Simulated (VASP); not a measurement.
# WC (P1) in VASP: a series of runs

WC is run at these levels: PBE; tasks: single point.

Program: VASP 6.6.1. These are calculated values, not measurements. Logs are shortened: lines on timing, memory, paths and dates and some standing lists are left out, and cuts for length are marked.

## 1. The cell of the first run

The typed cell holds 16 atoms: a = 5.795 Å, b = 5.019 Å, c = 5.660 Å, α = 90.00°, β = 90.00°, γ = 90.00°.

## 2. Single point, PBE

The input, INCAR:

```
ALGO = Normal ; EDIFF = 1E-7
ENCUT = 520 ; GGA = PE
ISIF = 2 ; ISMEAR = -1
LASPH = T ; LCHARG = T
LELF = T ; LREAL = Auto
LVHAR = T ; LWAVE = F
NBANDS = 86 ; NELM = 80
PREC = Accurate ; SIGMA = 0.17
```

The input, KPOINTS:

```
k-points
0
Gamma
  2 2 2
```

The input, POSCAR:

```
WC
1.0
   -2.8976660000     -5.0189040000      0.0000000000
    4.3464980000     -2.5094520000      0.0000000000
    0.0000000000      0.0000000000      5.6599200000
W C
8 8
Direct
    0.7558146238      0.5227192875      0.0102474947
    0.7307616362      0.5357653787      0.5099012000
    0.5029090126      0.0354451669      0.0423857581
    0.4936596698      0.0413116124      0.5454670737
    0.2355078497      0.5443055740      0.0367142998
    0.2553855965      0.5284995322      0.5456084185
   -0.0001973547      0.0234276266      0.0382514240
    0.0241190977      0.0171147184      0.5257318125
    0.4856858419      0.7309920195      0.3026014502
    0.4888198435      0.7086248839      0.7864422112
    0.2725473845      0.1990916111      0.2897920819
    0.2655399110      0.1969277270      0.7919016523
    0.0202138737      0.7034796874      0.2940677607
   -0.0118991144      0.6985670627      0.7817778343
    0.7841943897      0.2069789105      0.2668942317
    0.7753007802      0.1427960419      0.7605054488
```

Potentials or basis: VASP PAW PBE potentials, release 64 (W_sv, C).

On the command line:

```bash
> cat potpaw_PBE.64/W_sv/POTCAR potpaw_PBE.64/C/POTCAR > POTCAR
> mpirun -np 1 vasp_std > vasp.out
```

OUTCAR:

```text
EDIFF = 1E-7
   ENCUT = 520
   GGA = PE
   ISIF = 2
   ISMEAR = -1
   LASPH = T
   LREAL = Auto
   NELM = 80
   PREC = Accurate

 ion  position               nearest neighbor table
   1  0.756  0.523  0.010-  14 2.06  15 2.16  10 2.21  16 2.38  13 2.40   9 2.51   5 2.79   2 2.83
                             2 2.84   3 2.86   7 2.88   7 2.89   3 2.97   5 3.02
   2  0.731  0.536  0.510-   9 2.09  15 2.17  13 2.24  10 2.27  14 2.29  16 2.44   6 2.76   1 2.83
                             1 2.84   4 2.84   4 2.89   8 2.96   6 3.05   8 3.11
   3  0.503  0.035  0.042-  11 2.10   9 2.12  12 2.14  10 2.19  15 2.24  16 2.31   4 2.81   4 2.85
                             1 2.86   7 2.88   5 2.91   7 2.92   1 2.97   5 2.99
   4  0.494  0.041  0.545-  12 2.07   9 2.08  11 2.09  16 2.10  10 2.16  15 2.45   8 2.73   6 2.81
                             3 2.81   2 2.84   3 2.85   2 2.89   6 2.92   8 3.08
   5  0.236  0.544  0.037-  13 2.08  14 2.18  10 2.20  12 2.23  11 2.26   9 2.29   7 2.77   6 2.78
                             1 2.79   6 2.88   3 2.91   7 2.95   3 2.99   1 3.02
   6  0.255  0.528  0.546-  10 2.12  13 2.16   9 2.17  12 2.17  11 2.20  14 2.22   2 2.76   5 2.78
                             8 2.80   4 2.81   5 2.88   8 2.90   4 2.92   2 3.05
   7  1.000  0.023  0.038-  15 2.02  16 2.13  13 2.17  14 2.18  12 2.25  11 2.30   8 2.76   5 2.77
                             3 2.88   1 2.88   1 2.89   8 2.90   3 2.92   5 2.95
   8  0.024  0.017  0.526-  13 2.05  16 2.06  11 2.17  14 2.17  15 2.23  12 2.25   4 2.73   7 2.76
                             6 2.80   6 2.90   7 2.90   2 2.96   4 3.08   2 3.11
   9  0.486  0.731  0.303-   4 2.08   2 2.09   3 2.12   6 2.17   5 2.29   1 2.51
  10  0.489  0.709  0.786-   6 2.12   4 2.16   3 2.19   5 2.20   1 2.21   2 2.27
  11  0.273  0.199  0.290-   4 2.09   3 2.10   8 2.17   6 2.20   5 2.26   7 2.30
  12  0.266  0.197  0.792-   4 2.07   3 2.14   6 2.17   5 2.23   8 2.25   7 2.25
  13  0.020  0.703  0.294-   8 2.05   5 2.08   6 2.16   7 2.17   2 2.24   1 2.40
  14  0.988  0.699  0.782-   1 2.06   8 2.17   5 2.18   7 2.18   6 2.22   2 2.29
  15  0.784  0.207  0.267-   7 2.02   1 2.16   2 2.17   8 2.23   3 2.24   4 2.45
  16  0.775  0.143  0.761-   8 2.06   4 2.10   7 2.13   3 2.31   1 2.38   2 2.44

  LATTYP: Found a simple orthorhombic cell.
 ALAT       =     5.0189036855
 B/A-ratio  =     1.1277203857
 C/A-ratio  =     1.1547006530

  Lattice vectors:

 A1 = (   4.3464980000,  -2.5094520000,   0.0000000000)
 A2 = (   0.0000000000,   0.0000000000,   5.6599200000)
 A3 = (  -2.8976660000,  -5.0189040000,   0.0000000000)

Analysis of symmetry for initial positions (statically):
=====================================================================
 Subroutine PRICEL returns:
 Original cell was already a primitive cell.

 Routine SETGRP: Setting up the symmetry group for a
 simple orthorhombic supercell.

 Subroutine GETGRP returns: Found  1 space group operations
 (whereof  1 operations were pure point group operations)
 out of a pool of  8 trial point group operations.

The static configuration has the point symmetry C_1 .

Analysis of symmetry for dynamics (positions and initial velocities):
=====================================================================
 Subroutine PRICEL returns:
 Original cell was already a primitive cell.

 Routine SETGRP: Setting up the symmetry group for a
 simple orthorhombic supercell.

 Subroutine GETGRP returns: Found  1 space group operations
 (whereof  1 operations were pure point group operations)
 out of a pool of  8 trial point group operations.

The dynamic configuration has the point symmetry C_1 .

 Subroutine INISYM returns: Found  1 space group operations
 (whereof  1 operations are pure point group operations),
 and found     1 'primitive' translations

----------------------------------------------------------------------------------------

                                     Primitive cell

  volume of cell :     164.6256

  direct lattice vectors                    reciprocal lattice vectors
    -2.897666000 -5.018904000  0.000000000    -0.086276349 -0.149435007  0.000000000
     4.346498000 -2.509452000  0.000000000     0.172552698 -0.099623361  0.000000000
     0.000000000  0.000000000  5.659920000     0.000000000  0.000000000  0.176680942

  length of vectors
     5.795331363  5.018903685  5.659920000     0.172552687  0.199246701  0.176680942

  position of ions in fractional coordinates (direct lattice)
     0.755814624  0.522719288  0.010247495
     0.730761636  0.535765379  0.509901200
     0.502909013  0.035445167  0.042385758
     0.493659670  0.041311612  0.545467074
     0.235507850  0.544305574  0.036714300
     0.255385596  0.528499532  0.545608419
[... 8 lines left out ...]
     0.784194390  0.206978910  0.266894232
     0.775300780  0.142796042  0.760505449

  ion indices of the primitive-cell ions
   primitive index   ion index
                 1           1
                 2           2
                 3           3
                 4           4
                 5           5
                 6           6
[... 8 lines left out ...]
                15          15
                16          16

----------------------------------------------------------------------------------------

 KPOINTS: k-points

Automatic generation of k-mesh.
 Grid dimensions read from file:
 generate k-points for:    2    2    2

 Generating k-lattice:

  Cartesian coordinates                     Fractional coordinates (reciprocal lattice)
    -0.043138175 -0.074717504  0.000000000     0.500000000  0.000000000  0.000000000
     0.086276349 -0.049811681  0.000000000     0.000000000  0.500000000  0.000000000
     0.000000000  0.000000000  0.088340471     0.000000000  0.000000000  0.500000000

  Length of vectors
     0.086276344  0.099623350  0.088340471

  Shift w.r.t. Gamma in fractional coordinates (k-lattice)
     0.000000000  0.000000000  0.000000000

 Subroutine IBZKPT returns following result:
 ===========================================

 Found      8 irreducible k-points:

 Following reciprocal coordinates:
            Coordinates               Weight
  0.000000  0.000000  0.000000      1.000000
  0.500000 -0.000000  0.000000      1.000000
 -0.000000  0.500000  0.000000      1.000000
  0.500000  0.500000  0.000000      1.000000
  0.000000  0.000000  0.500000      1.000000
  0.500000 -0.000000  0.500000      1.000000
 -0.000000  0.500000  0.500000      1.000000
  0.500000  0.500000  0.500000      1.000000
   k-points           NKPTS =      8   k-points in BZ     NKDIM =      8   number of bands    NBANDS=     86
   number of dos      NEDOS =    301   number of ions     NIONS =     16
   total plane-waves  NPLWV =  80640
   dimension x,y,z NGX =    48 NGY =   40 NGZ =   42
   dimension x,y,z NGXF=    96 NGYF=   80 NGZF=   84
   ions per type =               8   8
   NGX,Y,Z   is equivalent  to a cutoff of  13.77, 13.25, 12.34 a.u.
   NGXF,Y,Z  is equivalent  to a cutoff of  27.54, 26.50, 24.67 a.u.
 SYSTEM =  unknown system
   PREC   = accura    normal or accurate (medium, high low for compatibility)
   ISTART =      0    job   : 0-new  1-cont  2-samecut
   ICHARG =      2    charge: 1-file 2-atom 10-const
   ISPIN  =      1    spin polarized calculation?
   LNONCOLLINEAR =      F non collinear calculations
   LSORBIT =      F    spin-orbit coupling
   LASPH  =      T    aspherical Exc in radial PAW
   ENCUT  =  520.0 eV  38.22 Ry    6.18 a.u.  10.78  9.33 10.52*2*pi/ulx,y,z
   NELM   =     80;   NELMIN=  2; NELMDL= -5     # of ELM steps
   EDIFF  = 0.1E-06   stopping-criterion for ELM
   LREAL  =      T    real-space projection
   EDIFFG = 0.1E-05   stopping-criterion for IOM
   NSW    =      0    number of steps for IOM
   IBRION =     -1    ionic relax: 0-MD 1-quasi-New 2-CG
   NFREE  =      0    steps in history (QN), initial steepest desc. (CG)
   ISIF   =      2    stress and relaxation
   ISYM   =      2    0-nonsym 1-usesym 2-fastsym
   POTIM  = 0.5000    time-step for ionic-motion
   TEBEG  =    0.0;   TEEND  =   0.0 temperature during run
   PSTRESS=    0.0 pullay stress
   NELECT =     144.0000    total number of electrons
   NUPDOWN=      -1.0000    fix difference up-down
   EMIN   =  10.00;   EMAX   =-10.00  energy-range for DOS
   EFERMI =   0.00;   METHOD = LEGACY
   ISMEAR =    -1;   SIGMA  =   0.17  broadening in eV -4-tet -1-fermi 0-gaus
   EFERMI_NEDOS =   21; number of points for ismear=-14 and -15
   IALGO  =     38    algorithm
   IMIX   =      4    mixing-type and parameters
     AMIX     =   0.40;   BMIX     =  1.00
     AMIX_MAG =   1.60;   BMIX_MAG =  1.00
  volume/ion in A,a.u.               =      10.29        69.43
  Fermi-wavevector in a.u.,A,eV,Ry     =   1.565657  2.958662 33.351698  2.451281
  Thomas-Fermi vector in A             =   2.668100
   LORBIT       =      0    0 simple, 1 ext, 2 COOP (PROOUT), +10 PAW based schemes
   GGA     = PE    functional components
   LHFCALC =     F    Hartree Fock is set to
   AEXX    =    0.0000 exact exchange contribution
   IVDW    =     0    specifies the selected vdW correction
   LEPSILON=     F    determine dielectric tensor
   LRPA    =     F    only Hartree local field effects (RPA)
 non-spin polarized calculation
  energy-cutoff  :      520.00
  volume of cell :      164.63
 maximum number of plane-waves:      4472
 NGX is ok and might be reduce to    48
   NGX = 21   NGY = 19   NGZ = 21

 number of electron     144.0000001 magnetization

 Free energy of the ion-electron system (eV)
  ---------------------------------------------------
  ext. energy  EPLUGINS =         0.00000000
  ---------------------------------------------------
  free energy    TOTEN  =      -175.71751511 eV

  energy without entropy =     -175.31877835  energy(sigma->0) =     -175.51814673

 E-fermi :  11.6810     XC(G=0): -13.8292

 val. band max:       11.6792582453   @ k =   0.5000  -0.0000   0.5000
 cond. band min:      11.6914983633   @ k =   0.5000  -0.0000   0.0000
 fundamental gap:      0.0122401180
 Fermi energy:        11.6810351603

 k-point     1 :       0.0000    0.0000    0.0000
  band No.  band energies     occupation
      1     -62.7603      2.00000
      2     -62.7285      2.00000
      3     -62.7014      2.00000
      4     -62.6604      2.00000
      5     -62.6323      2.00000
      6     -62.6065      2.00000
[... 76 lines left out ...]
     83      15.3068      0.00000
     84      15.6173      0.00000

 k-point     2 :       0.5000   -0.0000    0.0000
  band No.  band energies     occupation
      1     -62.7476      2.00000
      2     -62.7362      2.00000
      3     -62.7045      2.00000
      4     -62.6556      2.00000
      5     -62.6362      2.00000
      6     -62.6085      2.00000
[... 511 lines left out ...]
     83      15.0678      0.00000
     84      15.1123      0.00000

 k-point     8 :       0.5000    0.5000    0.5000
  band No.  band energies     occupation
      1     -62.7338      2.00000
      2     -62.7238      2.00000
      3     -62.7149      2.00000
      4     -62.6575      2.00000
      5     -62.6247      2.00000
      6     -62.6051      2.00000
[... 76 lines left out ...]
     83      15.0417      0.00000
     84      15.3000      0.00000
 [bands above 84 left out]

------------------------ aborting loop because EDIFF is reached ----------------------------------------

  FORCE on cell =-STRESS in cart. coord.  units (eV):
  Direction    XX          YY          ZZ          XY          YZ          ZX
  --------------------------------------------------------------------------------------
  -------------------------------------------------------------------------------------
  Total       23.4218798     16.2635707     16.2584072      1.9224291      2.0147522      1.8102764
  in kB      227.9475363    158.2810991    158.2308462     18.7095559     19.6080676     17.6180583
  external PRESSURE =     181.4864939 kB  Pullay stress =       0.0000000 kB

 VOLUME and BASIS-vectors are now :
 -----------------------------------------------------------------------------
  energy-cutoff  :      520.00
  volume of cell :      164.63
      direct lattice vectors                 reciprocal lattice vectors
    -2.897666000 -5.018904000  0.000000000    -0.086276349 -0.149435007  0.000000000
     4.346498000 -2.509452000  0.000000000     0.172552698 -0.099623361  0.000000000
     0.000000000  0.000000000  5.659920000     0.000000000  0.000000000  0.176680942

 POSITION                                       TOTAL-FORCE (eV/Angst)
 -----------------------------------------------------------------------------------
      0.08190     -5.10510      0.05800         1.410082      0.660771      2.021010
      0.21120     -5.01210      2.88600        -2.125599     -2.578222      2.446096
     -1.30320     -2.61300      0.23990        -1.005491     -0.969006     -1.293934
     -1.25090     -2.58130      3.08730        -2.341961     -2.032272     -1.237044
      1.68340     -2.54790      0.20780        -3.035182     -1.580977      0.086026
      1.55710     -2.60800      3.08810         0.976035      0.855417     -1.523571
[... 8 lines left out ...]
     -1.37270     -4.45520      1.51060         1.397763      2.078503      1.557816
     -1.62590     -4.24950      4.30440         3.906655     -0.129618      1.729755
 -----------------------------------------------------------------------------------
    total drift:                               -0.003054     -0.008628     -0.001867

  FREE ENERGIE OF THE ION-ELECTRON SYSTEM (eV)
  ---------------------------------------------------
  free  energy   TOTEN  =      -175.7175151060 eV

  energy  without entropy=     -175.3187783517  energy(sigma->0) =     -175.51814673
```

Wall time 5.2 min (1 thread of Intel Xeon 6975P-C, shared host); peak memory 0.31 GiB.

Results:

```
Free energy            : -175.7175 eV
Pressure               : 18.1 GPa
Largest force          : 4.274 eV/Å
Band gap on the k mesh : zero (band 72 reaches 11.77 eV, above the bottom of band 73 at 11.68 eV)
```

Forces on the atoms (eV/Å):
```
W    1.410  0.661  2.021
W   -2.126 -2.578  2.446
W   -1.005 -0.969 -1.294
W   -2.342 -2.032 -1.237
W   -3.035 -1.581  0.086
W    0.976  0.855 -1.524
W   -0.329 -1.882 -1.908
W    2.853  0.929  1.132
C   -2.143  0.429 -1.839
C   -1.243 -0.166  0.648
C    1.987  0.948 -0.673
C    0.832  1.534  0.535
C    0.182  2.231 -0.886
C   -1.321 -0.328 -0.795
C    1.398  2.079  1.558
C    3.907 -0.130  1.730
```

Stress tensor (GPa, compression positive):
```
22.79  1.87  1.76
 1.87 15.83  1.96
 1.76  1.96 15.82
```

Levels at points of the mesh, in eV from the Fermi level:
```tsv
k point	band 70	band 71	band 72	band 73	band 74	band 75
(0.00, 0.00, 0.00)	-0.79	-0.67	-0.24	0.02	0.53	0.67
(0.50, 0.00, 0.00)	-0.90	-0.31	0.01	0.26	0.38	0.73
(0.00, 0.50, 0.00)	-0.72	-0.43	0.09	0.88	0.97	1.67
(0.50, 0.50, 0.00)	-1.58	-1.49	-1.38	1.09	1.32	1.55
(0.00, 0.00, 0.50)	-1.21	-0.15	-0.04	0.10	0.50	0.62
(0.50, 0.00, 0.50)	-1.26	-1.14	-0.95	0.00	0.09	0.42
(0.00, 0.50, 0.50)	-1.42	-1.22	-1.03	0.60	0.70	0.78
(0.50, 0.50, 0.50)	-1.70	-1.62	-1.27	0.76	1.07	1.11
```

Caveat: the k points lie up to 0.63 Å⁻¹ apart; spin-orbit coupling is left out, which moves the levels of the heavy elements; forces of over 1 eV/Å act on the atoms, so gaps and moduli don't describe the material at rest.

## 3. Single point, PBE

This run uses another cell than the first one, of 10.43 Å³/atom, 1.013 times its volume.

The input, INCAR:

```
  ALGO = Normal
  EDIFF = 1E-7
  ENCUT = 520
  GGA = PE
  ISIF = 2
  ISMEAR = -1
  LASPH = T
  LCHARG = T
  LELF = T
  LREAL = Auto
  LVHAR = T
  LWAVE = F
  NBANDS = 86
  NELM = 60
  PREC = Accurate
  SIGMA = 0.17
```

KPOINTS is that of step 2.

The input, POSCAR:

```
WC
1.0
   -2.9105480000     -5.0412170000      0.0000000000
    4.3658220000     -2.5206080000      0.0000000000
    0.0000000000      0.0000000000      5.6850820000
W C
8 8
Direct
    0.7782315342      0.5179964358      0.0508347989
    0.7571177397      0.5223363488      0.5571951293
    0.5059328944      0.0271293639      0.0592075893
    0.5085014693      0.0208020241      0.5547501338
    0.2671873794      0.5050965643      0.0468243026
    0.2635396722      0.5332202883      0.5409420656
    0.0007322168      0.0156742882      0.0682839755
    0.0135574263      0.0394563819      0.5545390550
    0.5170037036      0.6727631350      0.3170402819
    0.5306117533      0.6885922003      0.7828559025
    0.2418609443      0.1767932563      0.2959675867
    0.2519309896      0.2110844734      0.7818180987
    0.0025624327      0.7047832192      0.2914645734
    0.0253816626      0.6676347655      0.7938847672
    0.7471692213      0.1841055093      0.3017722524
    0.7404321658      0.2060696381      0.8054765085
```

Potentials or basis: VASP PAW PBE potentials, release 64 (W_sv, C).

On the command line:

```bash
> cat potpaw_PBE.64/W_sv/POTCAR potpaw_PBE.64/C/POTCAR > POTCAR
> mpirun -np 1 vasp_std > vasp.out
```

Run time: 5.3 min. Hardware: 1 thread of Intel Xeon 6975P-C, shared host; peak memory 0.31 GiB.

It converged, with:

```yaml
Free_energy: -176.9482 eV
Pressure: 10.9 GPa
Largest_force: 4.279 eV/Å
Band_gap_on_the_k_mesh: 0.05 eV, indirect (least direct gap 0.20 eV)
```

Forces in eV/Å, atoms in the order of the input:
```
W    1.987  2.037  0.486
W   -1.170 -1.819 -1.402
W   -1.235  0.742 -1.230
W    0.735 -0.244 -0.244
W    2.342 -1.180  0.535
W   -0.711  1.075  1.034
W    0.712 -1.084 -4.078
W   -1.075  2.568  0.781
C    1.244 -0.429 -2.544
C    1.366  1.458  2.522
C    0.059 -2.088  0.278
C   -1.935  0.138  1.527
C   -2.265  0.279  1.579
C    2.308 -0.169  0.685
C   -0.084 -0.897  0.318
C   -2.279 -0.390 -0.248
```

Stress tensor (GPa, compression positive):
```
10.61 -2.18  0.20
-2.18 12.26  0.65
 0.20  0.65  9.87
```

Levels at points of the mesh, in eV from the valence-band top:
```tsv
k point	band 68	band 69	band 70	band 71	band 72	band 73	band 74	band 75	band 76	band 77
(0.00, 0.00, 0.00)	-1.17	-0.96	-0.67	-0.57	-0.44	0.05	0.67	0.75	1.69	1.88
(0.50, 0.00, 0.00)	-1.99	-1.10	-1.05	-0.14	-0.04	0.24	0.38	0.61	0.68	1.80
(0.00, 0.50, 0.00)	-1.96	-0.97	-0.86	-0.24	-0.05	0.72	1.09	1.78	1.86	2.14
(0.50, 0.50, 0.00)	-2.14	-1.84	-1.82	-1.66	-1.54	1.39	1.52	1.57	1.66	2.22
(0.00, 0.00, 0.50)	-1.52	-1.39	-1.20	-0.07	0.00	0.20	0.35	0.51	0.86	2.22
(0.50, 0.00, 0.50)	-1.59	-1.39	-1.25	-1.12	-1.07	0.07	0.14	0.43	0.50	2.48
(0.00, 0.50, 0.50)	-1.83	-1.47	-1.44	-1.26	-1.16	0.51	0.70	0.79	0.96	2.33
(0.50, 0.50, 0.50)	-1.97	-1.83	-1.80	-1.68	-1.54	1.07	1.21	1.29	1.49	1.72
```

Caveat: the k points lie up to 0.62 Å⁻¹ apart; spin-orbit coupling is left out, which moves the levels of the heavy elements; forces of over 1 eV/Å act on the atoms, so gaps and moduli don't describe the material at rest.

[end of part 1 of 2]
